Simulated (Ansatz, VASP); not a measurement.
# MnHg3 in VASP and in Ansatz

INCAR

```
PREC = Accurate ; ENCUT = 520
EDIFF = 1E-6 ; ISMEAR = -1
SIGMA = 0.05 ; LREAL = False
LASPH = True ; NELM = 150
ALGO = Fast ; ISIF = 2
LWAVE = False ; LCHARG = False
ISPIN = 2 ; MAGMOM = 0 0 0 4
LORBIT = 11 ; LMAXMIX = 4
GGA = PE ; NBANDS = 36
```

File KPOINTS:

```
Automatic mesh
0
Gamma
  6 6 6
```

The input POSCAR:

```
MnHg3
1.0
    4.3581420050      0.0000000000      0.0000000000
    0.0000000000      4.3581420050      0.0000000000
    0.0000000000      0.0000000000      4.3581420050
Hg Mn
3 1
Direct
    0.5000000000      0.5000000000      0.0000000000
    0.0000000000      0.5000000000      0.5000000000
    0.5000000000      0.0000000000      0.5000000000
    0.0000000000      0.0000000000      0.0000000000
```

input.yaml

```yaml
crystal:
  lattice:
    - [4.358142005, 0.0, 0.0]
    - [0.0, 4.358142005, 0.0]
    - [0.0, 0.0, 4.358142005]
  atoms:
    - { symbol: Hg, position: [0.5, 0.5, 0.0] }
    - { symbol: Hg, position: [0.0, 0.5, 0.5] }
    - { symbol: Hg, position: [0.5, 0.0, 0.5] }
    - { symbol: Mn, position: [0.0, 0.0, 0.0], spin: 4.0 }
hamiltonian:
  xc: pbe
  pseudopotentials: { kind: paw }
magnetization:
  spin_polarized: true
kpoints:
  mp_grid: { grid: [6, 6, 6] }
scf:
  occupations: { method: fermi_dirac, width: 0.05 }
output:
  forces: true
  stress: true
  eigenvalues: true
  write_density: true
  write_potential: true
  elf: true
  volumetric_format: npy
```

Alike in both runs: task single point; functional PBE; k mesh 6 × 6 × 6; occupations fermi-dirac, width 0.05 eV; collinear spin.

```csv
,VASP,Ansatz
version,VASP 6.6.1,Ansatz 0.2.0
potentials or method,"VASP PAW PBE potentials, release 64 (Hg, Mn_pv)",Ansatz PAW
plane-wave cutoff (eV),520,420
valence electrons in the cell,49,75
```

Ansatz gave:

* gap on the k mesh at the Fermi level (eV): none
* pressure (GPa): 1.8
* net moment per atom (μB): 1.02
* size of the moment on the site where the two differ most (μB): 4.12

Question: Estimate VASP's values.

Answer: gap on the k mesh at the Fermi level (eV): none; pressure (GPa): 2.2; net moment per atom (μB): 1.02; size of the moment on the site where the two differ most (μB): 3.99.

Site moments also hang on the region over which each program counts them. A gap of «none» marks a metal or a gap that the smearing closes. VASP's potentials hold 49 valence electrons a cell and Ansatz's 75, so a difference there can come from the potentials and not from the codes.

Spin-orbit coupling is off throughout.
